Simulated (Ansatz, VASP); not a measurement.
**SnO2: VASP beside Ansatz**

```
CELL_PARAMETERS angstrom
0.00000 0.00000 -3.20057
4.76022 4.76022 0.00000
4.76022 -4.76022 0.00000
ATOMIC_POSITIONS crystal
Sn 0.00000 0.50000 0.50000
Sn 0.00000 0.00000 0.00000
Sn 0.50000 0.50000 0.00000
Sn 0.50000 0.00000 0.50000
O 0.00000 0.30589 0.00000
O 0.00000 0.80589 0.50000
O 0.50000 0.50000 0.69411
O 0.50000 0.00000 0.19411
O 0.00000 0.69411 0.00000
O 0.00000 0.19411 0.50000
O 0.50000 0.50000 0.30589
O 0.50000 0.00000 0.80589
```

Alike in both runs: task single point; functional r2SCAN; k mesh 8 × 4 × 4; occupations gaussian, width 0.05 eV; no spin polarisation.

```csv
,VASP,Ansatz
version,VASP 6.6.1,Ansatz 0.2.0
potentials or method,"VASP PAW PBE potentials, release 64 (Sn_d, O), cutoff 520 eV","scalar-relativistic, plane waves, PAW"
valence electrons in the cell,104,104
```

```csv
,VASP,Ansatz,Ansatz less VASP
gap on the k mesh at the Fermi level (eV),1.79,1.77,-0.027
least direct gap on the mesh (eV),1.79,1.77,-0.027
pressure (GPa),1.1,0.0,-1.11
"traceless stress, the component that is largest in VASP (GPa)",0.34,0.01,-0.331
rms of the force components (eV/Å),0.014,0.001,-0.0132
```

VASP's potentials were made for PBE, not for r2SCAN. Atom by atom the forces differ by 0.015 eV/Å (rms over components).
